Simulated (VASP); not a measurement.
# LiF (a cell with a defect) in VASP: single point with PBEsol

Aim: the single point of LiF (a cell with a defect) with PBEsol.

Everything below comes from runs of VASP 6.6.1. Logs are shortened: lines on timing, memory, paths and dates and some standing lists are left out, and cuts for length are marked.

## 1. The cell of the first run

The cell holds a defect, 62 atoms: a = 8.015 Å, b = 8.015 Å, c = 8.015 Å, α = 90.00°, β = 90.00°, γ = 90.00°.

## 2. Single point, PBEsol

Input file INCAR:

```
PREC = Accurate ; ENCUT = 650
EDIFF = 1E-6 ; ISMEAR = -1
SIGMA = 0.05 ; LREAL = Auto
LASPH = True ; NELM = 120
ALGO = Normal ; ISIF = 2
LWAVE = False ; LCHARG = False
GGA = PS ; ISYM = -1
NBANDS = 192 ; GGA_COMPAT = False
```

Input file KPOINTS:

```
explicit points
1
Reciprocal
  0.25000000   0.25000000   0.25000000 1
```

Input file POSCAR:

```
LiF
1.0
    8.0151850000      0.0000000000      0.0000000000
    0.0000000000      8.0151850000      0.0000000000
    0.0000000000      0.0000000000      8.0151850000
F Li
31 31
Direct
    0.2487080000      0.0001980000      0.0002190000
    0.2469030000      0.5001690000      0.0002060000
    0.2351960000      0.5002070000      0.5002110000
    0.7515400000      0.0001780000      0.0002180000
    0.7507890000      0.0001940000      0.5002070000
    0.7519950000      0.5001750000      0.0002370000
    0.7638410000      0.5001860000      0.5002250000
    0.0008750000      0.2477380000      0.0002060000
    0.0095520000      0.2400620000      0.5002310000
    0.0008900000      0.7526280000      0.0002250000
    0.0095570000      0.7603500000      0.5002470000
    0.4988240000      0.2466180000      0.0002030000
    0.4907970000      0.2283180000      0.5001920000
    0.4988020000      0.7537240000      0.0002300000
    0.4907660000      0.7720260000      0.5002180000
    0.0062120000      0.0001860000      0.2547900000
    0.0061680000      0.0001810000      0.7456840000
    0.0014340000      0.5001910000      0.2492200000
    0.0014450000      0.5001650000      0.7512250000
    0.4956250000      0.0001930000      0.2510470000
    0.4956140000      0.0001970000      0.7493810000
    0.4978380000      0.5001540000      0.2376590000
    0.4978550000      0.5001640000      0.7627600000
    0.2502580000      0.2443010000      0.2549100000
    0.2502910000      0.2442700000      0.7454920000
    0.2502730000      0.7560900000      0.2549210000
    0.2502870000      0.7560710000      0.7455410000
    0.7494270000      0.2488280000      0.2527030000
    0.7493960000      0.2488220000      0.7477330000
    0.7494120000      0.7515420000      0.2526890000
    0.7493950000      0.7515070000      0.7477590000
    0.9966870000      0.0001920000      0.0001980000
    0.9767310000      0.0002100000      0.5002140000
    0.9979750000      0.5001630000      0.0002270000
    0.9984840000      0.5001640000      0.5002470000
    0.5041570000      0.0001900000      0.0001950000
    0.5239030000      0.0001690000      0.5001970000
    0.5012400000      0.5001710000      0.0002150000
    0.2511560000      0.2555950000      0.0002480000
    0.2602840000      0.2788710000      0.5002160000
    0.2511240000      0.7447880000      0.0002230000
    0.2601270000      0.7215950000      0.5002140000
    0.7484720000      0.2537330000      0.0002060000
    0.7378470000      0.2620530000      0.5002480000
    0.7484440000      0.7466300000      0.0002180000
    0.7378300000      0.7382850000      0.5001980000
    0.2526560000      0.0001790000      0.2273510000
    0.2526800000      0.0001920000      0.7731230000
    0.2556840000      0.5002040000      0.2529860000
    0.2556690000      0.5001830000      0.7475020000
    0.7478370000      0.0002020000      0.2483160000
    0.7478520000      0.0001900000      0.7520930000
    0.7418730000      0.5001560000      0.2562500000
    0.7418030000      0.5001700000      0.7441380000
    0.0004230000      0.2517400000      0.2531730000
    0.0004450000      0.2517390000      0.7472710000
    0.0003660000      0.7486380000      0.2531170000
    0.0003910000      0.7486340000      0.7472920000
    0.4991210000      0.2571530000      0.2559250000
    0.4990960000      0.2571450000      0.7445410000
    0.4990790000      0.7431770000      0.2558940000
    0.4990550000      0.7431530000      0.7445040000
```

Potentials or basis: VASP PAW PBE potentials, release 64 (F, Li_sv).

Command:

```bash
$ cat potpaw_PBE.64/F/POTCAR potpaw_PBE.64/Li_sv/POTCAR > POTCAR
$ mpirun -np 1 vasp_std > vasp.out
```

OUTCAR:

```text
PREC = Accurate
   ENCUT = 650
   EDIFF = 1E-6
   ISMEAR = -1
   LREAL = Auto
   LASPH = True
   NELM = 120
   ISIF = 2
   GGA = PS
   ISYM = -1

 ion  position               nearest neighbor table
   1  0.249  0.000  0.000-  48 1.82  47 1.82  32 2.02  39 2.05  41 2.05  36 2.05
   2  0.247  0.500  0.000-  39 1.96  41 1.96  34 2.00  50 2.03  49 2.03  38 2.04
   3  0.235  0.500  0.500-  40 1.79  42 1.79  35 1.90  49 1.99  50 1.99
   4  0.752  0.000  0.000-  32 1.96  36 1.98  51 1.99  52 1.99  45 2.03  43 2.03
   5  0.751  0.000  0.500-  33 1.81  37 1.82  52 2.02  51 2.02  44 2.10  46 2.10
   6  0.752  0.500  0.000-  34 1.97  43 1.98  45 1.98  38 2.01  53 2.05  54 2.05
   7  0.764  0.500  0.500-  35 1.88  46 1.92  44 1.92  54 1.96  53 1.96
   8  0.001  0.248  0.000-  32 1.98  39 2.01  34 2.02  43 2.02  56 2.03  55 2.03
   9  0.010  0.240  0.500-  33 1.94  56 1.98  55 1.98  40 2.03  35 2.09  44 2.18
  10  0.001  0.753  0.000-  32 1.98  41 2.01  34 2.02  45 2.02  57 2.03  58 2.03
  11  0.010  0.760  0.500-  33 1.94  58 1.98  57 1.98  42 2.03  35 2.09  46 2.19
  12  0.499  0.247  0.000-  36 1.98  39 1.99  43 2.00  38 2.03  60 2.05  59 2.05
  13  0.491  0.228  0.500-  37 1.85  40 1.89  59 1.97  60 1.97  44 2.00
  14  0.499  0.754  0.000-  36 1.98  41 1.99  45 2.00  38 2.03  61 2.05  62 2.05
  15  0.491  0.772  0.500-  37 1.85  42 1.89  62 1.97  61 1.97  46 2.00
  16  0.006  0.000  0.255-  33 1.98  47 1.99  57 2.02  55 2.02  32 2.04  51 2.07
  17  0.006  0.000  0.746-  33 1.98  48 1.99  58 2.02  56 2.02  32 2.04  52 2.07
  18  0.001  0.500  0.249-  57 1.99  55 1.99  34 2.00  35 2.01  49 2.04  53 2.08
  19  0.001  0.500  0.751-  56 1.99  58 1.99  34 2.00  35 2.01  50 2.04  54 2.08
  20  0.496  0.000  0.251-  47 1.96  37 2.01  36 2.01  51 2.02  59 2.06  61 2.06
  21  0.496  0.000  0.749-  48 1.96  37 2.01  36 2.01  52 2.02  60 2.06  62 2.06
  22  0.498  0.500  0.238-  38 1.90  49 1.94  59 1.95  61 1.95  53 1.96
[... 23 lines left out ...]
  46  0.738  0.738  0.500-   7 1.92  30 1.99  31 1.99  15 2.00   5 2.10  11 2.19
  47  0.253  0.000  0.227-   1 1.82  20 1.96  26 1.97  24 1.97  16 1.99
  48  0.253  0.000  0.773-   1 1.82  21 1.96  25 1.97  27 1.97  17 1.99
  49  0.256  0.500  0.253-  22 1.94   3 1.99   2 2.03  18 2.04  26 2.05  24 2.05
  50  0.256  0.500  0.748-  23 1.95   3 1.99   2 2.03  19 2.04  27 2.05  25 2.05
  51  0.748  0.000  0.248-   4 1.99  28 1.99  30 1.99   5 2.02  20 2.02  16 2.07
  52  0.748  0.000  0.752-   4 1.99  29 1.99  31 1.99   5 2.02  21 2.02  17 2.07
  53  0.742  0.500  0.256-  22 1.96   7 1.96  28 2.02  30 2.02   6 2.05  18 2.08
  54  0.742  0.500  0.744-  23 1.96   7 1.96  31 2.02  29 2.02   6 2.05  19 2.08
  55  0.000  0.252  0.253-   9 1.98  18 1.99  24 2.00  28 2.01  16 2.02   8 2.03
  56  0.000  0.252  0.747-   9 1.98  19 1.99  25 2.00  29 2.01  17 2.02   8 2.03
  57  0.000  0.749  0.253-  11 1.98  18 1.99  26 2.00  30 2.01  16 2.02  10 2.03
  58  0.000  0.749  0.747-  11 1.98  19 1.99  27 2.00  31 2.01  17 2.02  10 2.03
  59  0.499  0.257  0.256-  22 1.95  13 1.97  24 2.00  28 2.01  12 2.05  20 2.06
  60  0.499  0.257  0.745-  23 1.95  13 1.97  25 2.00  29 2.01  12 2.05  21 2.06
  61  0.499  0.743  0.256-  22 1.95  15 1.97  26 2.00  30 2.01  14 2.05  20 2.06
  62  0.499  0.743  0.745-  23 1.95  15 1.97  27 2.00  31 2.01  14 2.05  21 2.06

IMPORTANT INFORMATION: All symmetrisations will be switched off!
NOSYMM: (Re-)initialisation of all symmetry stuff for point group C_1.

----------------------------------------------------------------------------------------

                                     Primitive cell

  volume of cell :     514.9211

  direct lattice vectors                    reciprocal lattice vectors
     8.015185000  0.000000000  0.000000000     0.124763184  0.000000000  0.000000000
     0.000000000  8.015185000  0.000000000     0.000000000  0.124763184  0.000000000
     0.000000000  0.000000000  8.015185000     0.000000000  0.000000000  0.124763184

  length of vectors
     8.015185000  8.015185000  8.015185000     0.124763184  0.124763184  0.124763184

  position of ions in fractional coordinates (direct lattice)
     0.248708000  0.000198000  0.000219000
     0.246903000  0.500169000  0.000206000
     0.235196000  0.500207000  0.500211000
     0.751540000  0.000178000  0.000218000
     0.750789000  0.000194000  0.500207000
     0.751995000  0.500175000  0.000237000
[... 54 lines left out ...]
     0.499079000  0.743177000  0.255894000
     0.499055000  0.743153000  0.744504000

  ion indices of the primitive-cell ions
   primitive index   ion index
                 1           1
                 2           2
                 3           3
                 4           4
                 5           5
                 6           6
[... 54 lines left out ...]
                61          61
                62          62

----------------------------------------------------------------------------------------

 KPOINTS: explicit points

Read explicit list of k-points.

 Found      1 k-points:

 Following reciprocal coordinates:
            Coordinates               Weight
  0.250000  0.250000  0.250000      1.000000
   k-points           NKPTS =      1   k-points in BZ     NKDIM =      1   number of bands    NBANDS=    192
   number of dos      NEDOS =    301   number of ions     NIONS =     62
   total plane-waves  NPLWV = 343000
   dimension x,y,z NGX =    70 NGY =   70 NGZ =   70
   dimension x,y,z NGXF=   140 NGYF=  140 NGZF=  140
   ions per type =              31  31
   NGX,Y,Z   is equivalent  to a cutoff of  14.52, 14.52, 14.52 a.u.
   NGXF,Y,Z  is equivalent  to a cutoff of  29.04, 29.04, 29.04 a.u.
 SYSTEM =  unknown system
   PREC   = accura    normal or accurate (medium, high low for compatibility)
   ISTART =      0    job   : 0-new  1-cont  2-samecut
   ICHARG =      2    charge: 1-file 2-atom 10-const
   ISPIN  =      1    spin polarized calculation?
   LNONCOLLINEAR =      F non collinear calculations
   LSORBIT =      F    spin-orbit coupling
   LASPH  =      T    aspherical Exc in radial PAW
   ENCUT  =  650.0 eV  47.77 Ry    6.91 a.u.  16.66 16.66 16.66*2*pi/ulx,y,z
   NELM   =    120;   NELMIN=  2; NELMDL= -5     # of ELM steps
   EDIFF  = 0.1E-05   stopping-criterion for ELM
   LREAL  =      T    real-space projection
   EDIFFG = 0.1E-04   stopping-criterion for IOM
   NSW    =      0    number of steps for IOM
   IBRION =     -1    ionic relax: 0-MD 1-quasi-New 2-CG
   NFREE  =      0    steps in history (QN), initial steepest desc. (CG)
   ISIF   =      2    stress and relaxation
   ISYM   =     -1    0-nonsym 1-usesym 2-fastsym
   POTIM  = 0.5000    time-step for ionic-motion
   TEBEG  =    0.0;   TEEND  =   0.0 temperature during run
   PSTRESS=    0.0 pullay stress
   NELECT =     310.0000    total number of electrons
   NUPDOWN=      -1.0000    fix difference up-down
   EMIN   =  10.00;   EMAX   =-10.00  energy-range for DOS
   EFERMI =   0.00;   METHOD = LEGACY
   ISMEAR =    -1;   SIGMA  =   0.05  broadening in eV -4-tet -1-fermi 0-gaus
   EFERMI_NEDOS =   21; number of points for ismear=-14 and -15
   IALGO  =     38    algorithm
   IMIX   =      4    mixing-type and parameters
     AMIX     =   0.40;   BMIX     =  1.00
     AMIX_MAG =   1.60;   BMIX_MAG =  1.00
  volume/ion in A,a.u.               =       8.31        56.05
  Fermi-wavevector in a.u.,A,eV,Ry     =   1.382341  2.612246 25.998918  1.910867
  Thomas-Fermi vector in A             =   2.507041
   LORBIT       =      0    0 simple, 1 ext, 2 COOP (PROOUT), +10 PAW based schemes
   GGA     = PS    functional components
   LHFCALC =     F    Hartree Fock is set to
   AEXX    =    0.0000 exact exchange contribution
   IVDW    =     0    specifies the selected vdW correction
   LEPSILON=     F    determine dielectric tensor
   LRPA    =     F    only Hartree local field effects (RPA)
 non-spin polarized calculation
  energy-cutoff  :      650.00
  volume of cell :      514.92
 maximum number of plane-waves:     19339
 NGX is ok and might be reduce to    70
   NGX = 33   NGY = 33   NGZ = 33

 number of electron     310.0000054 magnetization

 Free energy of the ion-electron system (eV)
  ---------------------------------------------------
  ext. energy  EPLUGINS =         0.00000000
  ---------------------------------------------------
  free energy    TOTEN  =      -304.01940716 eV

  energy without entropy =     -304.01940716  energy(sigma->0) =     -304.01940716

 E-fermi :   0.2088     XC(G=0): -10.0602

 val. band max:       -1.0908823631   @ k =   0.2500   0.2500   0.2500
 cond. band min:       6.1865971864   @ k =   0.2500   0.2500   0.2500
 fundamental gap:      7.2774795495
 Fermi energy:         0.2088247685

 k-point     1 :       0.2500    0.2500    0.2500
  band No.  band energies     occupation
      1     -41.6567      2.00000
      2     -41.6515      2.00000
      3     -41.5087      2.00000
      4     -41.4958      2.00000
      5     -41.4877      2.00000
      6     -41.4854      2.00000
[... 159 lines left out ...]
    166      10.1907      0.00000
    167      10.5162      0.00000
 [bands above 167 left out]

------------------------ aborting loop because EDIFF is reached ----------------------------------------

  FORCE on cell =-STRESS in cart. coord.  units (eV):
  Direction    XX          YY          ZZ          XY          YZ          ZX
  --------------------------------------------------------------------------------------
  -------------------------------------------------------------------------------------
  Total       -1.1106026     -0.3243042     -0.3605915     -0.1260935     -0.1304664     -0.1280946
  in kB       -3.4556408     -1.0090727     -1.1219807     -0.3923401     -0.4059463     -0.3985664
  external PRESSURE =      -1.8622314 kB  Pullay stress =       0.0000000 kB

 VOLUME and BASIS-vectors are now :
 -----------------------------------------------------------------------------
  energy-cutoff  :      650.00
  volume of cell :      514.92
      direct lattice vectors                 reciprocal lattice vectors
     8.015185000  0.000000000  0.000000000     0.124763184  0.000000000  0.000000000
     0.000000000  8.015185000  0.000000000     0.000000000  0.124763184  0.000000000
     0.000000000  0.000000000  8.015185000     0.000000000  0.000000000  0.124763184

 POSITION                                       TOTAL-FORCE (eV/Angst)
 -----------------------------------------------------------------------------------
      1.99344      0.00159      0.00176        -0.003759     -0.001398     -0.000133
      1.97897      4.00895      0.00165        -0.003756      0.001612      0.001454
      1.88514      4.00925      4.00928         0.010704     -0.000196     -0.000634
      6.02373      0.00143      0.00175         0.002333      0.000342     -0.000396
      6.01771      0.00155      4.00925         0.003317      0.000086      0.000306
      6.02738      4.00900      0.00190         0.001338      0.000120     -0.000331
[... 54 lines left out ...]
      4.00021      5.95670      2.05104         0.002255      0.007221     -0.006214
      4.00002      5.95651      5.96734         0.001739      0.006514      0.007634
 -----------------------------------------------------------------------------------
    total drift:                               -0.017076     -0.000505      0.011980

  FREE ENERGIE OF THE ION-ELECTRON SYSTEM (eV)
  ---------------------------------------------------
  free  energy   TOTEN  =      -304.0194071620 eV

  energy  without entropy=     -304.0194071619  energy(sigma->0) =     -304.01940716
```

Wall time 6.4 min (1 thread of Intel Xeon Platinum 8375C at 2.90GHz (Ice Lake), shared host); peak memory 0.68 GiB.

What came out:

- Free energy: -304.0194 eV
- Pressure: -0.2 GPa
- Largest force: 0.032 eV/Å
- Band gap on the k mesh: 7.28 eV

Forces on the atoms (eV/Å):
```
F   -0.004 -0.001  0.000
F   -0.004  0.002  0.001
F    0.011  0.000 -0.001
F    0.002  0.000  0.000
F    0.003  0.000  0.000
F    0.001  0.000  0.000
F   -0.003  0.000 -0.001
F    0.001 -0.003  0.001
F   -0.003  0.011  0.000
F    0.001  0.002  0.000
F   -0.002 -0.009  0.000
F   -0.001 -0.001  0.000
F   -0.004  0.013  0.000
F    0.000  0.002 -0.001
F   -0.004 -0.014  0.000
F   -0.009  0.000 -0.005
F   -0.007  0.000  0.004
F    0.001  0.001 -0.003
F    0.003  0.000  0.004
F    0.005 -0.001 -0.002
F    0.006 -0.001  0.002
F   -0.002  0.000  0.010
F   -0.002  0.000 -0.009
F    0.001  0.008 -0.005
F    0.000  0.007  0.005
F    0.000 -0.007 -0.006
F   -0.001 -0.006  0.006
F    0.003  0.001 -0.004
F    0.002  0.001  0.002
F    0.003 -0.002 -0.004
F    0.002  0.001  0.003
Li  -0.002  0.001  0.001
Li   0.019  0.000  0.001
Li  -0.004  0.000  0.000
Li  -0.003  0.000  0.000
Li  -0.001  0.000  0.001
Li  -0.020  0.003  0.003
Li   0.003  0.000  0.001
Li   0.000 -0.008  0.001
Li   0.000 -0.032  0.000
Li   0.000  0.008  0.000
Li  -0.001  0.028  0.000
Li   0.002 -0.010  0.001
Li   0.007 -0.003 -0.004
Li   0.003  0.007  0.000
Li   0.008  0.002 -0.001
Li  -0.001  0.001  0.019
Li  -0.001  0.001 -0.019
Li  -0.007  0.000 -0.009
Li  -0.007  0.000  0.006
Li   0.002 -0.001  0.001
Li   0.001 -0.003  0.001
Li   0.007  0.002 -0.005
Li   0.008  0.001  0.006
Li  -0.005  0.000 -0.011
Li  -0.006 -0.001  0.010
Li  -0.004 -0.001 -0.011
Li  -0.005  0.000  0.010
Li   0.001 -0.004 -0.007
Li   0.002 -0.005  0.009
Li   0.002  0.007 -0.006
Li   0.002  0.007  0.008
```

Stress tensor (GPa, compression positive):
```
-0.35 -0.04 -0.04
-0.04 -0.10 -0.04
-0.04 -0.04 -0.11
```

Levels at points of the mesh, in eV from the valence-band top:
| k point | band 153 | band 154 | band 155 | band 156 | band 157 | band 158 |
| --- | --- | --- | --- | --- | --- | --- |
| (0.25, 0.25, 0.25) | -0.13 | -0.06 | 0.00 | 7.28 | 9.52 | 10.22 |

Caveat: the PAW data sets were made with another functional, which shifts forces and pressure a little.
